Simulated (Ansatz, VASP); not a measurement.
# Se in VASP and in Ansatz

INCAR

```
SYSTEM = Se
ALGO = Normal
EDIFF = 1E-6
ENCUT = 520
GGA = PE
ISIF = 2
ISMEAR = 0
IVDW = 12
LASPH = .TRUE.
LCHARG = .FALSE.
LREAL = .FALSE.
LWAVE = .FALSE.
NBANDS = 16
NELM = 80
PREC = Accurate
SIGMA = 0.05
```

File KPOINTS:

```
k-points
0
G
  9 9 8
  0 0 0
```

Contents of POSCAR:

```
Se
1.0
    3.8282306585      0.0000000000      0.0000000000
   -1.9141153292      3.3153450018      0.0000000000
    0.0000000000      0.0000000000      5.7905816940
Se
3
Direct
    0.3087981154      0.0000000000      0.3333333333
    0.0000000000      0.3087981154      0.6666666667
    0.6912018846      0.6912018846      0.0000000000
```

Input for Ansatz:

```yaml
crystal:
  lattice:
    - [3.8282306585, 0.0, 0.0]
    - [-1.9141153292, 3.3153450018, 0.0]
    - [0.0, 0.0, 5.790581694]
  atoms:
    - { symbol: Se, position: [0.3087981154, 0.0, 0.3333333333] }
    - { symbol: Se, position: [0.0, 0.3087981154, 0.6666666667] }
    - { symbol: Se, position: [0.6912018846, 0.6912018846, 0.0] }
basis:
  ecutwfc: 420
kpoints:
  mp_grid: { grid: [9, 9, 8] }
hamiltonian:
  xc: pbe
  dispersion: d3bj
scf:
  occupations: { method: gaussian, width: 0.05 }
output:
  forces: true
  stress: true
  eigenvalues: true
```

Alike in both runs: task single point; functional PBE; dispersion D3(BJ); k mesh 9 × 9 × 8; occupations gaussian, width 0.05 eV; no spin polarisation.

|  | VASP | Ansatz |
| --- | --- | --- |
| version | VASP 6.6.1 | Ansatz 0.2.0 |
| potentials or method | VASP PAW PBE potentials, release 64 (Se), cutoff 520 eV | scalar-relativistic, plane waves, PAW |
| valence electrons in the cell | 18 | 48 |

```csv
,VASP,Ansatz,Ansatz less VASP
gap on the k mesh at the Fermi level (eV),none,none,-
pressure (GPa),-7.8,-7.8,0.00
"traceless stress, the component that is largest in VASP (GPa)",-5.65,-5.65,-0.005
rms of the force components (eV/Å),0.313,0.313,0.0000
```

Atom by atom the forces differ by 0.000 eV/Å (rms over components). A gap of «none» marks a metal or a gap that the smearing closes. VASP's potentials hold 18 valence electrons a cell and Ansatz's 48, so a difference there can come from the potentials and not from the codes.
